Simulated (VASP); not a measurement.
# LiH (Fm-3m) in VASP: further runs

LiH is run at these levels: LDA, PBE; tasks: G0W0 quasiparticle levels.

Everything below comes from runs of VASP 6.6.1. Logs are shortened: lines on timing, memory, paths and dates and some standing lists are left out, and cuts for length are marked.

## 1. The cell of the first run

It takes space group Fm-3m (No. 225, cubic). Conventional cell: a = 4.006 Å, b = 4.006 Å, c = 4.006 Å, α = 90.00°, β = 90.00°, γ = 90.00°. Li (site symmetry m-3m) has 6 H at 2.00 Å within 2.7 Å. H (site symmetry m-3m) has 6 Li at 2.00 Å within 2.7 Å.

## 2. G0W0 quasiparticle levels, LDA

File POSCAR:

```
LiH
1.0
    0.0000000000      2.0029948929      2.0029948929
    2.0029948929      0.0000000000      2.0029948929
    2.0029948929      2.0029948929      0.0000000000
Li H
1 1
Direct
    0.0000000000      0.0000000000      0.0000000000
    0.5000000000      0.5000000000      0.5000000000
```

File INCAR.step1:

```
SYSTEM = LiH
PREC = Accurate
ENCUT = 500
EDIFF = 1E-8
ISMEAR = 0
SIGMA = 0.01
LREAL = .FALSE.
LASPH = .TRUE.
NELM = 60
ALGO = Normal
LWAVE = .TRUE.
LCHARG = .FALSE.
```

File INCAR.step2:

```
SYSTEM = LiH
PREC = Accurate
ENCUT = 500
EDIFF = 1E-8
ISMEAR = 0
SIGMA = 0.01
LREAL = .FALSE.
LASPH = .TRUE.
NELM = 1
ALGO = Exact
LWAVE = .TRUE.
LCHARG = .FALSE.
NBANDS = 61
LOPTICS = .TRUE.
ISTART = 1
```

File INCAR.step3:

```
SYSTEM = LiH
PREC = Accurate
ENCUT = 500
EDIFF = 1E-8
ISMEAR = 0
SIGMA = 0.01
LREAL = .FALSE.
LASPH = .TRUE.
ALGO = EVGW0
LWAVE = .FALSE.
LCHARG = .FALSE.
NELMGW = 1
NBANDS = 61
ENCUTGW = 140.0
NOMEGA = 96
PRECFOCK = Fast
ISTART = 1
NBANDSGW = 9
OMEGAMAX = 30
```

File KPOINTS:

```
Automatic mesh
0
G
  6 6 6
  0 0 0
```

Potentials or basis: VASP PAW LDA potentials, release 64 (Li_GW, H_GW).

Run with:

```console
cat potpaw_LDA.64/Li_GW/POTCAR potpaw_LDA.64/H_GW/POTCAR > POTCAR
cp INCAR.step1 INCAR
mpirun -np 1 vasp_std > vasp.out
cp INCAR.step2 INCAR
mpirun -np 1 vasp_std > vasp.out
cp INCAR.step3 INCAR
mpirun -np 1 vasp_std > vasp.out
```

OUTCAR:

```text
SYSTEM = LiH
   PREC = Accurate
   ENCUT = 500
   EDIFF = 1E-8
   ISMEAR = 0
   LREAL = .FALSE.
   LASPH = .TRUE.
   NELMGW = 1
   ENCUTGW = 140.0
   PRECFOCK = Fast
   ISTART = 1

 ion  position               nearest neighbor table
   1  0.000  0.000  0.000-   2 2.00   2 2.00   2 2.00   2 2.00   2 2.00   2 2.00
   2  0.500  0.500  0.500-   1 2.00   1 2.00   1 2.00   1 2.00   1 2.00   1 2.00

  LATTYP: Found a face centered cubic cell.
 ALAT       =     4.0059897858

  Lattice vectors:

 A1 = (   0.0000000000,   2.0029948929,   2.0029948929)
 A2 = (   2.0029948929,   0.0000000000,   2.0029948929)
 A3 = (   2.0029948929,   2.0029948929,   0.0000000000)

Analysis of symmetry for initial positions (statically):
=====================================================================
 Subroutine PRICEL returns:
 Original cell was already a primitive cell.

 Routine SETGRP: Setting up the symmetry group for a
 face centered cubic supercell.

 Subroutine GETGRP returns: Found 48 space group operations
 (whereof 48 operations were pure point group operations)
 out of a pool of 48 trial point group operations.

The static configuration has the point symmetry O_h .

Analysis of symmetry for dynamics (positions and initial velocities):
=====================================================================
 Subroutine PRICEL returns:
 Original cell was already a primitive cell.

 Routine SETGRP: Setting up the symmetry group for a
 face centered cubic supercell.

 Subroutine GETGRP returns: Found 48 space group operations
 (whereof 48 operations were pure point group operations)
 out of a pool of 48 trial point group operations.

The dynamic configuration has the point symmetry O_h .

 Subroutine INISYM returns: Found 48 space group operations
 (whereof 48 operations are pure point group operations),
 and found     1 'primitive' translations

----------------------------------------------------------------------------------------

                                     Primitive cell

  volume of cell :      16.0720

  direct lattice vectors                    reciprocal lattice vectors
     0.000000000  2.002994893  2.002994893    -0.249626198  0.249626198  0.249626198
     2.002994893  0.000000000  2.002994893     0.249626198 -0.249626198  0.249626198
     2.002994893  2.002994893  0.000000000     0.249626198  0.249626198 -0.249626198

  length of vectors
     2.832662543  2.832662543  2.832662543     0.432365258  0.432365258  0.432365258

  position of ions in fractional coordinates (direct lattice)
     0.000000000  0.000000000  0.000000000
     0.500000000  0.500000000  0.500000000

  ion indices of the primitive-cell ions
   primitive index   ion index
                 1           1
                 2           2

----------------------------------------------------------------------------------------

 KPOINTS: Automatic mesh

Automatic generation of k-mesh.
 Grid dimensions read from file:
 generate k-points for:    6    6    6

 Generating k-lattice:

  Cartesian coordinates                     Fractional coordinates (reciprocal lattice)
    -0.041604366  0.041604366  0.041604366     0.166666667  0.000000000  0.000000000
     0.041604366 -0.041604366  0.041604366     0.000000000  0.166666667  0.000000000
     0.041604366  0.041604366 -0.041604366     0.000000000  0.000000000  0.166666667

  Length of vectors
     0.072060876  0.072060876  0.072060876

  Shift w.r.t. Gamma in fractional coordinates (k-lattice)
     0.000000000  0.000000000  0.000000000

 Subroutine IBZKPT returns following result:
 ===========================================

 Found     16 irreducible k-points:

 Following reciprocal coordinates:
            Coordinates               Weight
  0.000000  0.000000  0.000000      1.000000
  0.166667  0.000000  0.000000      8.000000
  0.333333  0.000000  0.000000      8.000000
  0.500000  0.000000  0.000000      4.000000
  0.166667  0.166667  0.000000      6.000000
  0.333333  0.166667  0.000000     24.000000
[... 8 lines left out ...]
 -0.333333  0.333333  0.166667     24.000000
 -0.333333  0.500000  0.166667     12.000000
   k-points           NKPTS =     16   k-points in BZ     NKDIM =    216   number of bands    NBANDS=     61
   number of dos      NEDOS =    301   number of ions     NIONS =      2
   total plane-waves  NPLWV =  13824
   dimension x,y,z NGX =    24 NGY =   24 NGZ =   24
   dimension x,y,z NGXF=    48 NGYF=   48 NGZF=   48
   ions per type =               1   1
   NGX,Y,Z   is equivalent  to a cutoff of  14.09, 14.09, 14.09 a.u.
   NGXF,Y,Z  is equivalent  to a cutoff of  28.17, 28.17, 28.17 a.u.
 SYSTEM =  LiH
   PREC   = accura    normal or accurate (medium, high low for compatibility)
   ISTART =      1    job   : 0-new  1-cont  2-samecut
   ICHARG =      0    charge: 1-file 2-atom 10-const
   ISPIN  =      1    spin polarized calculation?
   LNONCOLLINEAR =      F non collinear calculations
   LSORBIT =      F    spin-orbit coupling
   LASPH  =      T    aspherical Exc in radial PAW
   ENCUT  =  500.0 eV  36.75 Ry    6.06 a.u.   5.16  5.16  5.16*2*pi/ulx,y,z
   NELM   =     60;   NELMIN=  2; NELMDL=  0     # of ELM steps
   EDIFF  = 0.1E-07   stopping-criterion for ELM
   LREAL  =      F    real-space projection
   EDIFFG = 0.1E-06   stopping-criterion for IOM
   NSW    =      0    number of steps for IOM
   IBRION =     -1    ionic relax: 0-MD 1-quasi-New 2-CG
   NFREE  =      0    steps in history (QN), initial steepest desc. (CG)
   ISIF   =      0    stress and relaxation
   ISYM   =      3    0-nonsym 1-usesym 2-fastsym
   POTIM  = 0.5000    time-step for ionic-motion
   TEBEG  =    0.0;   TEEND  =   0.0 temperature during run
   PSTRESS=    0.0 pullay stress
   NELECT =       2.0000    total number of electrons
   NUPDOWN=      -1.0000    fix difference up-down
   EMIN   =  10.00;   EMAX   =-10.00  energy-range for DOS
   EFERMI =   0.00;   METHOD = LEGACY
   ISMEAR =     0;   SIGMA  =   0.01  broadening in eV -4-tet -1-fermi 0-gaus
   EFERMI_NEDOS =   21; number of points for ismear=-14 and -15
   IALGO  =     38    algorithm
   IMIX   =      4    mixing-type and parameters
     AMIX     =   0.40;   BMIX     =  1.00
     AMIX_MAG =   1.60;   BMIX_MAG =  1.00
  volume/ion in A,a.u.               =       8.04        54.23
  Fermi-wavevector in a.u.,A,eV,Ry     =   0.817325  1.544521  9.088975  0.668021
  Thomas-Fermi vector in A             =   1.927753
   LORBIT       =      0    0 simple, 1 ext, 2 COOP (PROOUT), +10 PAW based schemes
   GGA     = CA    functional components
   LHFCALC =     T    Hartree Fock is set to
   PRECFOCK=fast      Normal, Fast or Accurate (Low or Medium for compatibility)
   ENCUT4O =  -1.0   cutoff for four orbital integrals eV
   NKREDX  =     1    reduce k-point grid by
   NKREDY  =     1    reduce k-point grid by
   NKREDZ  =     1    reduce k-point grid by
   AEXX    =    1.0000 exact exchange contribution
   HFSCREEN=    0.0000 screening length (either q_TF or 0.3 A-1)
   HFSCREENC=   0.0000 screening length for correlation (either q_TF or 0.3 A-1)
   ENCUTFOCK=  -1.0 apply spherical cutoff to Coloumb kernel
   IVDW    =     0    specifies the selected vdW correction
   LEPSILON=     F    determine dielectric tensor
   LRPA    =     F    only Hartree local field effects (RPA)
   LRPAFORCE           =     F    calculate RPA forces
   ENCUTGW             = 140.0    cutoff for response function in eV
   ENCUTGWSOFT         = 112.0    soft cutoff for Coulomb kernel in GW response function in eV
   ENCUTLF             =  -1.0    cutoff for local field effects
   NELMGW              =     1    number of iterations in solving QP/BSE equation
   NELMHF              =     1    number of iterations in the inner HF iteration
   NKREDLFX            =     1    NKREDLFY  =   1   NKREDLFZ  =   1
 non-spin polarized calculation
 Gauss-broadening in eV      SIGMA  =   0.01
  energy-cutoff  :      500.00
  volume of cell :       16.07
 maximum number of plane-waves:       419
 NGX is ok and might be reduce to    24
  NGX = 12; NGY = 12; NGZ = 12
   NGX = 11   NGY = 11   NGZ = 11
 maximum number of plane-waves:        70

 QP shifts <psi_nk| G(iteration)W_0 |psi_nk>: iteration 1
 for sc-GW calculations column KS-energies equals QP-energies in previous step
 and V_xc(KS)=  KS-energies - (<T + V_ion + V_H > + <T+V_H+V_ion>^1  + <V_x>^1)

 k-point   1 :       0.0000    0.0000    0.0000
  band No.  KS-energies  QP-energies   sigma(KS)   V_xc(KS)     V^pw_x(r,r')   Z            occupation Imag(sigma)

      1      -6.2908      -7.6329     -11.3319      -9.3169     -15.0637       0.6661       2.0000       0.3045
      2      15.4567      15.8677     -10.4522     -11.0387      -4.0520       0.7006       0.0000      -1.1172
      3      16.7500      17.9034      -6.6851      -8.2447      -1.3773       0.7395       0.0000      -0.6276
      4      16.7500      17.9034      -6.6851      -8.2447      -1.3773       0.7395       0.0000      -0.6276
      5      16.7500      17.9034      -6.6851      -8.2447      -1.3773       0.7395       0.0000      -0.6276
      6      21.5714      22.4385      -6.8383      -7.7310      -1.1314       0.9714       0.0000      -2.2951
      7      21.5714      22.4385      -6.8383      -7.7310      -1.1314       0.9714       0.0000      -2.2951
      8      21.5714      22.4385      -6.8383      -7.7310      -1.1314       0.9714       0.0000      -2.2951
      9      23.1650      23.9807      -6.1292      -7.1106      -0.8486       0.8312       0.0000      -1.8908

 k-point   2 :       0.1667    0.0000    0.0000
  band No.  KS-energies  QP-energies   sigma(KS)   V_xc(KS)     V^pw_x(r,r')   Z            occupation Imag(sigma)

      1      -5.8032      -7.1083     -11.3347      -9.3753     -14.8293       0.6661       2.0000       0.2583
      2      11.5609      12.2589      -7.8649      -8.8232      -2.7222       0.7283       0.0000      -0.4588
      3      15.2017      15.7889      -8.9902      -9.8056      -2.9941       0.7201       0.0000      -0.9949
      4      15.9362      16.9776      -6.6992      -8.1140      -1.3726       0.7361       0.0000      -0.6656
      5      15.9362      16.9776      -6.6992      -8.1140      -1.3726       0.7361       0.0000      -0.6656
      6      21.4648      22.3702      -6.4750      -7.5783      -0.9502       0.8207       0.0000      -1.6613
      7      22.8071      24.0178      -6.6599      -8.0241      -1.1630       0.8875       0.0000      -2.0399
      8      22.8071      24.0178      -6.6599      -8.0241      -1.1630       0.8875       0.0000      -2.0399
      9      24.5172      25.8741      -6.8502      -8.3987      -1.4943       0.8763       0.0000      -2.2962
[... 170 lines left out ...]
 k-point  16 :      -0.3333    0.5000    0.1667
  band No.  KS-energies  QP-energies   sigma(KS)   V_xc(KS)     V^pw_x(r,r')   Z            occupation Imag(sigma)

      1      -0.8933      -2.1836     -12.6590     -10.9322     -14.2493       0.7472       2.0000       0.0783
      2       2.9278       3.7677      -6.7380      -7.8229      -3.1819       0.7742       0.0000      -0.1061
      3       5.9446       6.8232      -6.6946      -7.8599      -2.5389       0.7540       0.0000      -0.1476
      4      10.5139      11.2645      -7.0074      -8.0342      -2.1740       0.7310       0.0000      -0.3210
      5      16.5020      17.3125      -7.5390      -8.6619      -1.7698       0.7218       0.0000      -0.8477
      6      18.7885      19.4526      -6.8258      -7.6780      -1.1988       0.7792       0.0000      -1.5652
      7      27.8881      29.3358      -6.0552      -7.6859      -0.8357       0.8878       0.0000      -2.2490
      8      28.2166      30.0035      -6.7587      -8.7929      -1.4283       0.8785       0.0000      -2.3875
      9      34.8015      37.0685      -6.0249      -8.7734      -1.1257       0.8248       0.0000      -2.2228
```

Wall time 52 s (1 thread of Intel Xeon 6975P-C (Granite Rapids), shared host); peak memory 0.26 GiB.

Results:

* Quasiparticle gap: 4.73 eV
* Least direct quasiparticle gap: 4.73 eV
* Band gap of the starting levels on the mesh: 2.61 eV
* Least direct gap of the starting levels on the mesh: 2.61 eV

Caveat: the k points lie up to 0.45 Å⁻¹ apart; bands, screening cutoff and mesh are small and nothing is extrapolated, so the quasiparticle values aren't converged.

[end of part 1 of 2]
